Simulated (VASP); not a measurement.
Set up this calculation in VASP 6.6.1, as the native input.

| Item | Value |
| --- | --- |
| Task | single point |
| Functional | PBEsol |
| Potentials or basis | VASP PAW PBE potentials, release 64 (Ti_sv, C) |
| Cutoff | 520 eV |
| k mesh | 12 × 12 × 4 |
| Occupations | gaussian, width 0.1 eV |
| Spin | no spin polarisation |
| Dipole correction | no |
| Further INCAR settings | ALGO = Normal; EDIFF = 1e-07; NBANDS = 55 |

The structure of Ti3C2 lies in POSCAR:

```
Ti3C2
1.0
    3.1637735320      0.0000000000      0.0000000000
   -1.5818867660      2.7399082505      0.0000000000
    0.0000000000      0.0000000000     14.8287097537
Ti C
6 4
Direct
    0.3333333333      0.6666666667      0.8467167417
    0.6666666667      0.3333333333      0.3467167417
    0.6666666667      0.3333333333      0.1532832583
    0.3333333333      0.6666666667      0.6532832583
    0.0000000000      0.0000000000      0.0000000000
    0.0000000000      0.0000000000      0.5000000000
    0.6666666667      0.3333333333      0.9143287636
    0.3333333333      0.6666666667      0.4143287636
    0.6666666667      0.3333333333      0.5856712364
    0.3333333333      0.6666666667      0.0856712364
```

This cell differs from its parent crystal: biaxial strain in the a-b plane: +4.0 %, then relaxed in part.

The input as run:

INCAR

```
  PREC = Accurate
  ENCUT = 520
  EDIFF = 1E-7
  ISMEAR = 0
  SIGMA = 0.1
  LREAL = False
  LASPH = True
  NELM = 100
  ALGO = Normal
  ISIF = 2
  LWAVE = False
  LCHARG = False
  GGA = PS
  NBANDS = 55
```

KPOINTS

```
regular mesh
0
Gamma
  12 12 4
```

Potentials or basis: VASP PAW PBE potentials, release 64 (Ti_sv, C).

Launch:

```console
$ cat potpaw_PBE.64/Ti_sv/POTCAR potpaw_PBE.64/C/POTCAR > POTCAR
$ mpirun -np 1 vasp_std > vasp.out
```

It gave:

```json
{
  "Pressure": "-9.9 GPa",
  "Largest force": "0.021 eV/Å",
  "Band gap on the k mesh": "zero (bands 44 and 45 overlap by 0.50 eV)"
}
```

Caveat: the cell differs from its parent crystal (biaxial strain in the a-b plane: +4.0 %, then relaxed in part); the stress differs along the axes, from -15 to 0 GPa; the PAW data sets were made with another functional, which shifts forces and pressure a little.

Run time: 10 min on 1 thread of Intel(R) Xeon(R) Platinum 8488C (Sapphire Rapids), on a shared host, peak memory 0.42 GiB.
